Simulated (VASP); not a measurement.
## TaN: electric field gradients with PBE

TaN:

```
Ta N
1.0
     3.04800    0.00000    0.00000
    -1.52400    2.63965    0.00000
     0.00000    0.00000    4.91800
Ta N
2 2
Direct
  0.00000 0.00000 0.00000
  0.00000 0.00000 0.50000
  0.33333 0.66667 0.25000
  0.66667 0.33333 0.75000
```

```yaml
Program: VASP 6.6.1
Task: electric field gradients
Functional: PBE
Potentials_or_basis: VASP PAW PBE potentials, release 64 (Ta_pv, N)
Cutoff: 520 eV
k_mesh: 9 × 9 × 5
Occupations: fermi-dirac, width 0.01 eV
Spin: no spin polarisation
Dipole_correction: no
Further_INCAR_settings: ALGO = Normal; EDIFF = 1e-08; NBANDS = 24
```

```
Pressure                                : 61.1 GPa
Band gap on the k mesh                  : zero (bands 16 and 17 overlap by 2.55 eV)
Largest electric field gradient by atom : Ta -176.2; N +5.8 V/Å²
```

Stress tensor (GPa, compression positive):
```
 32.62   0.00   0.00
  0.00  32.62   0.00
  0.00   0.00 117.99
```

Levels at points of the mesh, in eV from the Fermi level:
```csv
k point,band 13,band 14,band 15,band 16,band 17,band 18,band 19,band 20
"(0.00, 0.00, 0.00)",-3.63,-3.63,-3.61,-1.84,-1.84,-0.62,-0.62,2.83
```

Electric field gradients, principal values (V/Å²):
```tsv
atom	least	middle	greatest (by size)
1 Ta	88.087	88.088	-176.176
2 Ta	88.087	88.088	-176.176
3 N	-2.921	-2.923	5.844
4 N	-2.921	-2.923	5.844
```

Wall time 60 s on 1 thread of Intel Xeon 8259CL, with other jobs on the host, peak memory 0.18 GiB.

Caveat: the cell stands under pressure; without QUAD_EFG the Cq values of the log hold for a quadrupole moment of 1 mb, not for the nuclei; spin-orbit coupling is left out, which moves the levels of the heavy elements.
